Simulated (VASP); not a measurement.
Here is a VASP 6.6.1 calculation.

The input INCAR:

```
SYSTEM = PbSe
PREC = Accurate
ENCUT = 520
EDIFF = 1E-8
ISMEAR = -1
SIGMA = 0.01
LREAL = .False.
LASPH = .True.
NELM = 60
ALGO = Normal
ISIF = 2
LWAVE = .False.
LCHARG = .False.
GGA = PE
LEFG = .True.
NBANDS = 17
```

File KPOINTS:

```
Automatic mesh
0
Gamma
  9 9 9
  0 0 0
```

File POSCAR:

```
PbSe
1.0
    0.0000000000      3.0207645214      3.0207645214
    3.0207645214      0.0000000000      3.0207645214
    3.0207645214      3.0207645214      0.0000000000
Pb Se
1 1
Direct
    0.0000000000      0.0000000000      0.0000000000
    0.5000000000      0.5000000000      0.5000000000
```

Potentials or basis: VASP PAW PBE potentials, release 64 (Pb_d, Se).

Launch:

```sh
$ cat potpaw_PBE.64/Pb_d/POTCAR potpaw_PBE.64/Se/POTCAR > POTCAR
$ mpirun -np 1 vasp_std > vasp.out
```

What does it give for the pressure?

4.8 GPa.

Caveat: without QUAD_EFG the Cq values of the log hold for a quadrupole moment of 1 mb, not for the nuclei.
